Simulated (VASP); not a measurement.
Wanted: the native input for a VASP 6.6.1 run.

```
Task                   : single point
Functional             : LDA
Potentials or basis    : VASP PAW LDA potentials, release 64 (C)
Cutoff                 : 520 eV
k mesh                 : 14 × 14 × 8
Occupations            : gaussian, width 0.05 eV
Spin                   : no spin polarisation
Dipole correction      : no
Further INCAR settings : ALGO = Normal; EDIFF = 1e-07; NBANDS = 11
```

The structure of C lies in POSCAR:

```
C
1.0
    2.1172982844     -1.2225790160     -0.0268779503
    2.1172982844      1.2222890778      0.0036829009
   -1.3916690928      0.0417162740      3.3373019203
C
2
Direct
    0.8333830096      0.8333830096      0.0001497828
    0.1666169904      0.1666169904      0.9998502172
```

This cell differs from its parent crystal: strain +0.0250 x Voigt [0, 0, 0, 1, 0, 0].

These files were run (other wordings do the same):

INCAR

```
  ALGO = Normal
  EDIFF = 1E-7
  ENCUT = 520
  ISIF = 2
  ISMEAR = 0
  LASPH = True
  LCHARG = True
  LELF = True
  LREAL = False
  LVHAR = True
  LWAVE = False
  NBANDS = 11
  NELM = 60
  PREC = Accurate
  SIGMA = 0.05
```

KPOINTS

```
k-points
0
Gamma
  14 14 8
```

Potentials or basis: VASP PAW LDA potentials, release 64 (C).

Run with:

```sh
$ cat potpaw_LDA.64/C/POTCAR > POTCAR
$ mpirun -np 1 vasp_std > vasp.out
```

It gave:

```
Pressure      : 0.8 GPa
Largest force : 0.006 eV/Å
```

Caveat: the cell differs from its parent crystal (strain +0.0250 x Voigt [0, 0, 0, 1, 0, 0]).

It took 61 s on 1 thread of Intel(R) Xeon(R) 6975P-C (Granite Rapids), on a shared host, peak memory 0.21 GiB.
